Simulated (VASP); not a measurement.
Crystal: K3SbI.

```
CELL_PARAMETERS angstrom
6.39042 0.00000 0.00000
0.00000 6.39042 0.00000
0.00000 0.00000 6.84638
ATOMIC_POSITIONS crystal
K 0.00000 0.50000 0.00000
K 0.50000 0.00000 0.00000
K 0.50000 0.50000 0.50000
Sb 0.00000 0.00000 0.50000
I 0.00000 0.00000 0.00000
```

The cell was built from a structure type or drawn by symmetry, and may not be a known phase.

```yaml
Program: VASP 6.6.1
Task: relaxation of cell and atoms
Functional: PBE
Potentials_or_basis: VASP PAW PBE potentials, release 64 (K_sv, Sb, I)
Cutoff: 600 eV
k_mesh: 4 × 4 × 4
Occupations: gaussian, width 0.1 eV
Spin: no spin polarisation
```

At the start: pressure -0.2 GPa; volume 55.92 Å³/atom.

Q: How do energy, volume and symmetry change on relaxing?

A: Over 4 steps the energy falls by 12.9 meV/atom and the volume is 54.55 Å³/atom (-2.4 %); space group P4/mmm (No. 123, to 0.1 Å) before and after.

Step by step:
| step | energy change (eV) | largest force (eV/Å) | pressure (GPa) | volume (Å³) |
| --- | --- | --- | --- | --- |
| 1 | 0.0000 | 0.0000 | -0.17 | 279.59 |
| 2 | -0.0374 | 0.0000 | -0.15 | 277.14 |
| 3 | -0.0637 | 0.0000 | -0.05 | 273.54 |
| 4 | -0.0644 | 0.0000 | -0.02 | 272.77 |

Final structure:
```
K Sb I
1.0
     6.48096    0.00000    0.00000
     0.00000    6.48096    0.00000
     0.00000    0.00000    6.49401
K Sb I
3 1 1
Cartesian
  0.0000 3.2405 0.0000
  3.2405 0.0000 0.0000
  3.2405 3.2405 3.2470
  0.0000 0.0000 3.2470
  0.0000 0.0000 0.0000
```

Caveat: an odd number of electrons without spin polarisation forces a metal; a magnetic or distorted state may lie lower.
